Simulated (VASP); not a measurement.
# KTaO3 (Pm-3m) in VASP: notebook, part 2 of 2

VASP 6.6.1.

## 4. Electric field gradients, PBE (volume scaled by 1.01)

INCAR reads:

```
PREC = Accurate
ENCUT = 520
EDIFF = 1E-8
ISMEAR = -1
SIGMA = 0.01
LREAL = F
LASPH = T
NELM = 60
ALGO = Normal
ISIF = 2
LWAVE = F
LCHARG = F
GGA = PE
LEFG = T
NBANDS = 27
```

KPOINTS reads:

```
Automatic mesh
0
Gamma
  5 5 5
```

POSCAR reads:

```
KTaO3
1.0
    4.0015502635      0.0000000000      0.0000000000
    0.0000000000      4.0015502635      0.0000000000
    0.0000000000      0.0000000000      4.0015502635
K Ta O
1 1 3
Direct
    0.5000000000      0.5000000000      0.5000000000
    0.0000000000      0.0000000000      0.0000000000
    0.5000000000      0.0000000000      0.0000000000
    0.0000000000      0.5000000000      0.0000000000
    0.0000000000      0.0000000000      0.5000000000
```

Potentials or basis: VASP PAW PBE potentials, release 64 (K_sv, Ta_pv, O).

On the command line:

```console
$ cat potpaw_PBE.64/K_sv/POTCAR potpaw_PBE.64/Ta_pv/POTCAR potpaw_PBE.64/O/POTCAR > POTCAR
$ mpirun -np 1 vasp_std > vasp.out
```

OUTCAR:

```text
PREC = Accurate
   ENCUT = 520
   EDIFF = 1E-8
   ISMEAR = -1
   LREAL = F
   LASPH = T
   NELM = 60
   ISIF = 2
   GGA = PE

 ion  position               nearest neighbor table
   1  0.500  0.500  0.500-   3 2.83   4 2.83   5 2.83   3 2.83   4 2.83   3 2.83   5 2.83   3 2.83
                             4 2.83   5 2.83   4 2.83   5 2.83   2 3.47   2 3.47   2 3.47   2 3.47
   2  0.000  0.000  0.000-   3 2.00   4 2.00   5 2.00   5 2.00   4 2.00   3 2.00   1 3.47   1 3.47
                             1 3.47   1 3.47   1 3.47   1 3.47   1 3.47   1 3.47
   3  0.500  0.000  0.000-   2 2.00   2 2.00   1 2.83   1 2.83   1 2.83   1 2.83
   4  0.000  0.500  0.000-   2 2.00   2 2.00   1 2.83   1 2.83   1 2.83   1 2.83
   5  0.000  0.000  0.500-   2 2.00   2 2.00   1 2.83   1 2.83   1 2.83   1 2.83

  LATTYP: Found a simple cubic cell.
 ALAT       =     4.0015502635

  Lattice vectors:

[... 517 lines left out ...]
   3      21.245   -10.623   -10.623     0.000    -0.000     0.000
   4     -10.623    21.245   -10.623     0.000    -0.000    -0.000
   5     -10.623   -10.623    21.245     0.000     0.000     0.000
---------------------------------------------------------------------

 Electric field gradients after diagonalization (V/A^2)
 (convention: |V_zz| > |V_xx| > |V_yy|)
----------------------------------------------------------------------
 ion       V_xx      V_yy      V_zz     asymmetry (V_yy - V_xx)/ V_zz
----------------------------------------------------------------------
   1      -0.000    -0.000     0.000       0.088
   2       0.000     0.000    -0.000       0.033
   3     -10.623   -10.623    21.245       0.000
   4     -10.623   -10.623    21.245       0.000
   5     -10.623   -10.623    21.245       0.000
----------------------------------------------------------------------

           NMR quadrupolar parameters

 Cq : quadrupolar parameter    Cq=e*Q*V_zz/h
 eta: asymmetry parameters     (V_yy - V_xx)/ V_zz
 Q  : nuclear electric quadrupole moment in mb (millibarn)
----------------------------------------------------------------------
 ion       Cq(MHz)       eta       Q (mb)
----------------------------------------------------------------------
   1       0.000       0.088       1.000
   2      -0.000       0.033       1.000
   3       0.051       0.000       1.000
   4       0.051       0.000       1.000
   5       0.051       0.000       1.000
----------------------------------------------------------------------
```

stdout:

```text
POSCAR found type information on POSCAR K TaO
 POSCAR found :  3 types and       5 ions
 scaLAPACK will be used
 LDA part: xc-table for (Slater+PW92), standard interpolation
 POSCAR, INCAR and KPOINTS ok, starting setup
 FFT: planning ... GRIDC
 FFT: planning ... GRID_SOFT
 FFT: planning ... GRID
 WAVECAR not read
 entering main loop
ion   1

ion   2

ion   3

ion   4

ion   5
```

Run time: 26 s. Hardware: 1 thread of Intel Xeon Platinum 8259CL at 2.50GHz (Skylake/Cascade Lake), shared host; peak memory 0.17 GiB.

What came out:

```
Free energy            : -41.0456 eV
Pressure               : 4.0 GPa
Band gap on the k mesh : 2.26 eV, indirect (least direct gap 2.78 eV)
```

Electric field gradients, principal values (V/Å²):
```csv
atom,least,middle,greatest (by size)
1 K,0.000,0.000,0.000
2 Ta,0.000,0.000,0.000
3 O,-10.623,-10.623,21.245
4 O,-10.623,-10.623,21.245
5 O,-10.623,-10.623,21.245
```

Caveat: without QUAD_EFG the Cq values of the log hold for a quadrupole moment of 1 mb, not for the nuclei; spin-orbit coupling is left out, which moves the levels of the heavy elements.

## 5. Electric field gradients, PBE (volume scaled by 1.04)

INCAR reads:

```
SYSTEM = KTaO3
  ALGO = Normal
  EDIFF = 1E-8
  ENCUT = 520
  GGA = PE
  ISIF = 2
  ISMEAR = -1
  LASPH = .True.
  LCHARG = .False.
  LEFG = .True.
  LREAL = .False.
  LWAVE = .False.
  NBANDS = 27
  NELM = 80
  PREC = Accurate
  SIGMA = 0.01
```

KPOINTS reads:

```
k-points
0
Gamma
  5 5 5
  0 0 0
```

Edit POSCAR of step 4 so:

```diff
@@ -2,5 +2,5 @@
 1.0
-    4.0015502635      0.0000000000      0.0000000000
-    0.0000000000      4.0015502635      0.0000000000
-    0.0000000000      0.0000000000      4.0015502635
+    4.0407836503      0.0000000000      0.0000000000
+    0.0000000000      4.0407836503      0.0000000000
+    0.0000000000      0.0000000000      4.0407836503
 K Ta O
```

Potentials or basis: VASP PAW PBE potentials, release 64 (K_sv, Ta_pv, O).

On the command line:

```console
$ cat potpaw_PBE.64/K_sv/POTCAR potpaw_PBE.64/Ta_pv/POTCAR potpaw_PBE.64/O/POTCAR > POTCAR
$ mpirun -np 1 vasp_std > vasp.out
```

OUTCAR:

```text
SYSTEM = KTaO3
   EDIFF = 1E-8
   ENCUT = 520
   GGA = PE
   ISIF = 2
   ISMEAR = -1
   LASPH = .True.
   LREAL = .False.
   NELM = 80
   PREC = Accurate

 ion  position               nearest neighbor table
   1  0.500  0.500  0.500-   3 2.86   4 2.86   5 2.86   3 2.86   4 2.86   3 2.86   5 2.86   3 2.86
                             4 2.86   5 2.86   4 2.86   5 2.86   2 3.50   2 3.50   2 3.50   2 3.50
   2  0.000  0.000  0.000-   3 2.02   4 2.02   5 2.02   5 2.02   4 2.02   3 2.02   1 3.50   1 3.50
                             1 3.50   1 3.50   1 3.50   1 3.50   1 3.50   1 3.50
   3  0.500  0.000  0.000-   2 2.02   2 2.02   1 2.86   1 2.86   1 2.86   1 2.86
   4  0.000  0.500  0.000-   2 2.02   2 2.02   1 2.86   1 2.86   1 2.86   1 2.86
   5  0.000  0.000  0.500-   2 2.02   2 2.02   1 2.86   1 2.86   1 2.86   1 2.86

  LATTYP: Found a simple cubic cell.
 ALAT       =     4.0407836503

  Lattice vectors:

 A1 = (   4.0407836503,   0.0000000000,   0.0000000000)
 A2 = (   0.0000000000,   4.0407836503,   0.0000000000)
 A3 = (   0.0000000000,   0.0000000000,   4.0407836503)

Analysis of symmetry for initial positions (statically):
[... 497 lines left out ...]
 -----------------------------------------------------------------------------------
    total drift:                                0.000000     -0.000000      0.000000

  FREE ENERGIE OF THE ION-ELECTRON SYSTEM (eV)
  ---------------------------------------------------
  free  energy   TOTEN  =       -41.0606588359 eV

  energy  without entropy=      -41.0606588359  energy(sigma->0) =      -41.06065884

 Electric field gradients (V/A^2)
---------------------------------------------------------------------
 ion       V_xx      V_yy      V_zz      V_xy      V_xz      V_yz
---------------------------------------------------------------------
   1       0.000     0.000     0.000    -0.000    -0.000     0.000
   2       0.000     0.000     0.000    -0.000     0.000    -0.000
   3      25.542   -12.771   -12.771    -0.000    -0.000     0.000
   4     -12.771    25.542   -12.771     0.000    -0.000     0.000
   5     -12.771   -12.771    25.542    -0.000     0.000    -0.000
---------------------------------------------------------------------

 Electric field gradients after diagonalization (V/A^2)
 (convention: |V_zz| > |V_xx| > |V_yy|)
----------------------------------------------------------------------
 ion       V_xx      V_yy      V_zz     asymmetry (V_yy - V_xx)/ V_zz
----------------------------------------------------------------------
   1       0.000     0.000     0.000      -0.203
   2       0.000     0.000     0.000      -0.184
   3     -12.771   -12.771    25.542       0.000
   4     -12.771   -12.771    25.542       0.000
   5     -12.771   -12.771    25.542       0.000
----------------------------------------------------------------------

           NMR quadrupolar parameters

 Cq : quadrupolar parameter    Cq=e*Q*V_zz/h
 eta: asymmetry parameters     (V_yy - V_xx)/ V_zz
 Q  : nuclear electric quadrupole moment in mb (millibarn)
----------------------------------------------------------------------
 ion       Cq(MHz)       eta       Q (mb)
----------------------------------------------------------------------
   1       0.000      -0.203       1.000
   2       0.000      -0.184       1.000
   3       0.062       0.000       1.000
   4       0.062       0.000       1.000
   5       0.062       0.000       1.000
----------------------------------------------------------------------
```

It took 27 s on 1 thread of Intel Xeon Platinum 8259CL at 2.50GHz (Skylake/Cascade Lake), shared host; peak memory 0.17 GiB.

What came out:

```
Free energy            : -41.0607 eV
Pressure               : -1.7 GPa
Band gap on the k mesh : 2.19 eV, indirect (least direct gap 2.72 eV)
```

Levels at points of the mesh, in eV from the valence-band top:
| k point | band 15 | band 16 | band 17 | band 18 | band 19 | band 20 | band 21 | band 22 | band 23 | band 24 |
| --- | --- | --- | --- | --- | --- | --- | --- | --- | --- | --- |
| (0.00, 0.00, 0.00) | -0.89 | -0.89 | -0.53 | -0.53 | -0.53 | 2.19 | 2.19 | 2.19 | 6.42 | 6.42 |

Electric field gradients, principal values (V/Å²):
| atom | least | middle | greatest (by size) |
| --- | --- | --- | --- |
| 1 K | 0.000 | 0.000 | 0.000 |
| 2 Ta | 0.000 | 0.000 | 0.000 |
| 3 O | -12.771 | -12.771 | 25.542 |
| 4 O | -12.771 | -12.771 | 25.542 |
| 5 O | -12.771 | -12.771 | 25.542 |

Caveat: without QUAD_EFG the Cq values of the log hold for a quadrupole moment of 1 mb, not for the nuclei; spin-orbit coupling is left out, which moves the levels of the heavy elements.

## 6. Electric field gradients, PBE (volume scaled by 1.04)

INCAR reads:

```
ALGO     = Normal         # electronic algorithm
EDIFF    = 1E-8           # SCF threshold, eV
ENCUT    = 520            # plane-wave cutoff, eV
GGA      = PE             # functional
ISIF     = 2              # what is computed and relaxed
ISMEAR   = -1             # smearing method
LASPH    = True           # aspherical terms in the spheres
LCHARG   = False          # write CHGCAR
LEFG     = True         
LREAL    = False          # projectors in reciprocal space
LWAVE    = False          # write WAVECAR
NBANDS   = 27             # bands
NELM     = 80             # most SCF steps
PREC     = Accurate       # precision mode
SIGMA    = 0.01           # smearing width, eV
```

KPOINTS reads:

```
k-points
0
Gamma
  5 5 5
```

POSCAR is that of step 5.

Potentials or basis: VASP PAW PBE potentials, release 64 (K_sv, Ta_pv, O).

On the command line:

```console
$ cat potpaw_PBE.64/K_sv/POTCAR potpaw_PBE.64/Ta_pv/POTCAR potpaw_PBE.64/O/POTCAR > POTCAR
$ mpirun -np 1 vasp_std > vasp.out
```

OUTCAR:

```text
EDIFF = 1E-8
   ENCUT = 520
   GGA = PE
   ISIF = 2
   ISMEAR = -1
   LASPH = True
   LREAL = False
   NELM = 80
   PREC = Accurate

 ion  position               nearest neighbor table
   1  0.500  0.500  0.500-   3 2.86   4 2.86   5 2.86   3 2.86   4 2.86   3 2.86   5 2.86   3 2.86
                             4 2.86   5 2.86   4 2.86   5 2.86   2 3.50   2 3.50   2 3.50   2 3.50
   2  0.000  0.000  0.000-   3 2.02   4 2.02   5 2.02   5 2.02   4 2.02   3 2.02   1 3.50   1 3.50
                             1 3.50   1 3.50   1 3.50   1 3.50   1 3.50   1 3.50
   3  0.500  0.000  0.000-   2 2.02   2 2.02   1 2.86   1 2.86   1 2.86   1 2.86
   4  0.000  0.500  0.000-   2 2.02   2 2.02   1 2.86   1 2.86   1 2.86   1 2.86
   5  0.000  0.000  0.500-   2 2.02   2 2.02   1 2.86   1 2.86   1 2.86   1 2.86

  LATTYP: Found a simple cubic cell.
 ALAT       =     4.0407836503

  Lattice vectors:

 A1 = (   4.0407836503,   0.0000000000,   0.0000000000)
 A2 = (   0.0000000000,   4.0407836503,   0.0000000000)
 A3 = (   0.0000000000,   0.0000000000,   4.0407836503)

Analysis of symmetry for initial positions (statically):
=====================================================================
 Subroutine PRICEL returns:
 Original cell was already a primitive cell.

 Routine SETGRP: Setting up the symmetry group for a
 simple cubic supercell.

 Subroutine GETGRP returns: Found 48 space group operations
 (whereof 48 operations were pure point group operations)
 out of a pool of 48 trial point group operations.

The static configuration has the point symmetry O_h .

Analysis of symmetry for dynamics (positions and initial velocities):
=====================================================================
 Subroutine PRICEL returns:
 Original cell was already a primitive cell.

 Routine SETGRP: Setting up the symmetry group for a
 simple cubic supercell.

 Subroutine GETGRP returns: Found 48 space group operations
 (whereof 48 operations were pure point group operations)
 out of a pool of 48 trial point group operations.

The dynamic configuration has the point symmetry O_h .

 Subroutine INISYM returns: Found 48 space group operations
 (whereof 48 operations are pure point group operations),
 and found     1 'primitive' translations

----------------------------------------------------------------------------------------

                                     Primitive cell

  volume of cell :      65.9776

  direct lattice vectors                    reciprocal lattice vectors
     4.040783650  0.000000000  0.000000000     0.247476749  0.000000000  0.000000000
     0.000000000  4.040783650  0.000000000     0.000000000  0.247476749  0.000000000
     0.000000000  0.000000000  4.040783650     0.000000000  0.000000000  0.247476749

  length of vectors
     4.040783650  4.040783650  4.040783650     0.247476749  0.247476749  0.247476749

  position of ions in fractional coordinates (direct lattice)
     0.500000000  0.500000000  0.500000000
     0.000000000  0.000000000  0.000000000
     0.500000000  0.000000000  0.000000000
     0.000000000  0.500000000  0.000000000
     0.000000000  0.000000000  0.500000000

[... 80 lines left out ...]
   EFERMI_NEDOS =   21; number of points for ismear=-14 and -15
   IALGO  =     38    algorithm
   IMIX   =      4    mixing-type and parameters
     AMIX     =   0.40;   BMIX     =  1.00
     AMIX_MAG =   1.60;   BMIX_MAG =  1.00
  volume/ion in A,a.u.               =      13.20        89.05
  Fermi-wavevector in a.u.,A,eV,Ry     =   1.362084  2.573965 25.242504  1.855272
  Thomas-Fermi vector in A             =   2.488604
   LORBIT       =      0    0 simple, 1 ext, 2 COOP (PROOUT), +10 PAW based schemes
   GGA     = PE    functional components
[... 5 lines left out ...]
 non-spin polarized calculation
  energy-cutoff  :      520.00
  volume of cell :       65.98
 maximum number of plane-waves:      1795
 NGX is ok and might be reduce to    30
   NGX = 15   NGY = 15   NGZ = 15

 number of electron      37.9999981 magnetization

 Free energy of the ion-electron system (eV)
  ---------------------------------------------------
  ext. energy  EPLUGINS =         0.00000000
  ---------------------------------------------------
  free energy    TOTEN  =       -41.06065884 eV

  energy without entropy =      -41.06065884  energy(sigma->0) =      -41.06065884

 E-fermi :   1.7374     XC(G=0): -10.6709

 val. band max:        1.4340665093   @ k =   0.4000   0.4000   0.4000
 cond. band min:       3.6231926435   @ k =   0.0000   0.0000   0.0000
 fundamental gap:      2.1891261342
 Fermi energy:         1.7374190177

 k-point     1 :       0.0000    0.0000    0.0000
  band No.  band energies     occupation
      1     -32.7678      2.00000
      2     -32.7678      2.00000
      3     -32.7678      2.00000
      4     -25.8195      2.00000
      5     -15.8707      2.00000
      6     -15.1776      2.00000
[... 289 lines left out ...]
     26      12.5967      0.00000
     27      13.0500      0.00000

------------------------ aborting loop because EDIFF is reached ----------------------------------------

  FORCE on cell =-STRESS in cart. coord.  units (eV):
  Direction    XX          YY          ZZ          XY          YZ          ZX
  --------------------------------------------------------------------------------------
  -------------------------------------------------------------------------------------
  Total       -0.6937551     -0.6937551     -0.6937551      0.0000000      0.0000000     -0.0000000
  in kB      -16.8468996    -16.8468996    -16.8468996      0.0000000      0.0000000     -0.0000000
  external PRESSURE =     -16.8468996 kB  Pullay stress =       0.0000000 kB

 VOLUME and BASIS-vectors are now :
 -----------------------------------------------------------------------------
  energy-cutoff  :      520.00
  volume of cell :       65.98
      direct lattice vectors                 reciprocal lattice vectors
     4.040783650  0.000000000  0.000000000     0.247476749  0.000000000  0.000000000
     0.000000000  4.040783650  0.000000000     0.000000000  0.247476749  0.000000000
     0.000000000  0.000000000  4.040783650     0.000000000  0.000000000  0.247476749

 POSITION                                       TOTAL-FORCE (eV/Angst)
 -----------------------------------------------------------------------------------
      2.02039      2.02039      2.02039         0.000000      0.000000      0.000000
      0.00000      0.00000      0.00000         0.000000      0.000000      0.000000
      2.02039      0.00000      0.00000         0.000000      0.000000      0.000000
      0.00000      2.02039      0.00000         0.000000      0.000000      0.000000
      0.00000      0.00000      2.02039         0.000000      0.000000      0.000000
 -----------------------------------------------------------------------------------
    total drift:                                0.000000     -0.000000      0.000000

  FREE ENERGIE OF THE ION-ELECTRON SYSTEM (eV)
  ---------------------------------------------------
  free  energy   TOTEN  =       -41.0606588359 eV

  energy  without entropy=      -41.0606588359  energy(sigma->0) =      -41.06065884

 Electric field gradients (V/A^2)
---------------------------------------------------------------------
 ion       V_xx      V_yy      V_zz      V_xy      V_xz      V_yz
---------------------------------------------------------------------
   1       0.000     0.000     0.000    -0.000    -0.000     0.000
   2       0.000     0.000     0.000    -0.000     0.000    -0.000
   3      25.542   -12.771   -12.771    -0.000    -0.000     0.000
   4     -12.771    25.542   -12.771     0.000    -0.000     0.000
   5     -12.771   -12.771    25.542    -0.000     0.000    -0.000
---------------------------------------------------------------------

 Electric field gradients after diagonalization (V/A^2)
 (convention: |V_zz| > |V_xx| > |V_yy|)
----------------------------------------------------------------------
 ion       V_xx      V_yy      V_zz     asymmetry (V_yy - V_xx)/ V_zz
----------------------------------------------------------------------
   1       0.000     0.000     0.000      -0.203
   2       0.000     0.000     0.000      -0.184
   3     -12.771   -12.771    25.542       0.000
   4     -12.771   -12.771    25.542       0.000
   5     -12.771   -12.771    25.542       0.000
----------------------------------------------------------------------

           NMR quadrupolar parameters

 Cq : quadrupolar parameter    Cq=e*Q*V_zz/h
 eta: asymmetry parameters     (V_yy - V_xx)/ V_zz
 Q  : nuclear electric quadrupole moment in mb (millibarn)
----------------------------------------------------------------------
 ion       Cq(MHz)       eta       Q (mb)
----------------------------------------------------------------------
   1       0.000      -0.203       1.000
   2       0.000      -0.184       1.000
   3       0.062       0.000       1.000
   4       0.062       0.000       1.000
   5       0.062       0.000       1.000
----------------------------------------------------------------------
```

It took 28 s on 1 thread of Intel Xeon Platinum 8259CL at 2.50GHz (Skylake/Cascade Lake), shared host; peak memory 0.17 GiB.

What came out:

* Free energy: -41.0607 eV
* Pressure: -1.7 GPa
* Band gap on the k mesh: 2.19 eV, indirect (least direct gap 2.72 eV)

Electric field gradients, principal values (V/Å²):
```csv
atom,least,middle,greatest (by size)
1 K,0.000,0.000,0.000
2 Ta,0.000,0.000,0.000
3 O,-12.771,-12.771,25.542
4 O,-12.771,-12.771,25.542
5 O,-12.771,-12.771,25.542
```

Caveat: without QUAD_EFG the Cq values of the log hold for a quadrupole moment of 1 mb, not for the nuclei; spin-orbit coupling is left out, which moves the levels of the heavy elements. A k mesh can miss the band edges.

## 7. Overview

```tsv
cell	gap on the mesh (eV)	pressure (GPa)
a = 3.962 Å, 5 atoms	2.33	10.6
a = 4.002 Å, 5 atoms	2.26	4.0
a = 4.041 Å, 5 atoms	2.19	-1.7
```

Alike in all rows: task electric field gradients; level PBE; potentials or basis VASP PAW PBE potentials, release 64 (K_sv, Ta_pv, O); no spin polarisation; k mesh 5 × 5 × 5; cutoff (eV) 520; smearing fermi-dirac 0.01 eV.

Caveats: spin-orbit coupling is left out, which moves the levels of the heavy elements.

Total energies depend on the potentials used, so only differences within one code and one set of settings carry meaning.
